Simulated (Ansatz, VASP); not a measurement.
One calculation of TaN, two programs

Contents of INCAR:

```
SYSTEM = TaN
PREC = Accurate
ENCUT = 1330
EDIFF = 1E-6
ISMEAR = 0
SIGMA = 0.15
LREAL = .FALSE.
LASPH = .TRUE.
NELM = 120
ALGO = Normal
ISIF = 2
LWAVE = .FALSE.
LCHARG = .FALSE.
NBANDS = 16
GGA_COMPAT = .FALSE.
```

The input KPOINTS:

```
Automatic mesh
0
G
  20 20 20
  0 0 0
```

The input POSCAR:

```
TaN
1.0
    0.0000000000      2.1790000000      2.1790000000
    2.1790000000      0.0000000000      2.1790000000
    2.1790000000      2.1790000000      0.0000000000
Ta N
1 1
Direct
    0.5000000000      0.5000000000      0.5000000000
    0.0000000000      0.0000000000      0.0000000000
```

Input for Ansatz:

```yaml
crystal:
  lattice:
    - [0.0, 2.179, 2.179]
    - [2.179, 0.0, 2.179]
    - [2.179, 2.179, 0.0]
  atoms:
    - { symbol: Ta, position: [0.5, 0.5, 0.5] }
    - { symbol: "N", position: [0.0, 0.0, 0.0] }
basis:
  ecutwfc: 420
kpoints:
  mp_grid: { grid: [20, 20, 20] }
hamiltonian:
  xc: lda
scf:
  occupations: { method: gaussian, width: 0.15 }
output:
  forces: true
  stress: true
  eigenvalues: true
```

Alike in both runs: task single point; functional LDA; k mesh 20 × 20 × 20; occupations gaussian, width 0.15 eV; no spin polarisation.

```csv
,VASP,Ansatz
version,VASP 6.6.1,Ansatz 0.2.0
potentials or method,"VASP PAW LDA potentials, release 64 (Ta_sv_GW, N_h), cutoff 1330 eV","scalar-relativistic, plane waves, PAW"
valence electrons in the cell,18,18
```

|  | VASP | Ansatz | Ansatz less VASP |
| --- | --- | --- | --- |
| gap on the k mesh at the Fermi level (eV) | none | none | - |
| pressure (GPa) | -1.3 | -2.5 | -1.20 |

LDA's correlation is that of Perdew and Zunger in VASP and of Perdew and Wang (1992) in Ansatz. A gap of «none» marks a metal or a gap that the smearing closes.

Neither program's run includes spin-orbit coupling.
